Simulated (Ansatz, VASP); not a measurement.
**Two plane-wave programs on TiAl**

The input INCAR:

```
SYSTEM = TiAl
ALGO = Fast ; EDIFF = 1E-6
ENCUT = 520 ; GGA = CA
ISIF = 2 ; ISMEAR = 0
LASPH = .True. ; LCHARG = .True.
LELF = .True. ; LREAL = .False.
LVHAR = .True. ; LWAVE = .False.
NBANDS = 14 ; NELM = 80
PREC = Accurate ; SIGMA = 0.15
```

Contents of KPOINTS:

```
k-points
0
Gamma
  16 16 16
  0 0 0
```

File POSCAR:

```
TiAl
1.0
    2.6588563065      0.0000000000      0.0000000000
    0.0000000000      2.6588563065      0.0000000000
    0.0000000000      0.0000000000      3.9247377940
Ti Al
1 1
Direct
    0.0000000000      0.0000000000      0.0000000000
    0.5000000000      0.5000000000      0.5000000000
```

Input for Ansatz:

```yaml
crystal:
  lattice:
    - [2.6588563065, 0.0, 0.0]
    - [0.0, 2.6588563065, 0.0]
    - [0.0, 0.0, 3.924737794]
  atoms:
    - { symbol: Ti, position: [0.0, 0.0, 0.0] }
    - { symbol: Al, position: [0.5, 0.5, 0.5] }
basis:
  ecutwfc: 520.0
kpoints:
  mp_grid: { grid: [16, 16, 16] }
hamiltonian:
  xc: lda
  pseudopotentials: { kind: paw, azcp: { folder: soft_1 } }
scf:
  occupations: { method: gaussian, width: 0.15 }
output:
  forces: true
  stress: true
  eigenvalues: true
```

Alike in both runs: task single point; functional LDA; k mesh 16 × 16 × 16; occupations gaussian, width 0.15 eV; no spin polarisation.

```csv
,VASP,Ansatz
version,VASP 6.6.1,Ansatz 0.2.0
potentials or method,"VASP PAW LDA potentials, release 64 (Ti_sv, Al), cutoff 520 eV","scalar-relativistic, plane waves, PAW"
valence electrons in the cell,15,15
```

Ansatz gave:

| Item | Value |
| --- | --- |
| gap on the k mesh at the Fermi level (eV) | none |
| pressure (GPa) | 15.0 |
| traceless stress, the component that is largest in VASP (GPa) | -1.20 |

Question: Estimate VASP's values.

Answer: gap on the k mesh at the Fermi level (eV): none; pressure (GPa): 15.2; traceless stress, the component that is largest in VASP (GPa): -1.18.

Ansatz warns that its potentials were made for another functional, while VASP's fit it. LDA's correlation is that of Perdew and Zunger in VASP and of Perdew and Wang (1992) in Ansatz. A gap of «none» marks a metal or a gap that the smearing closes.
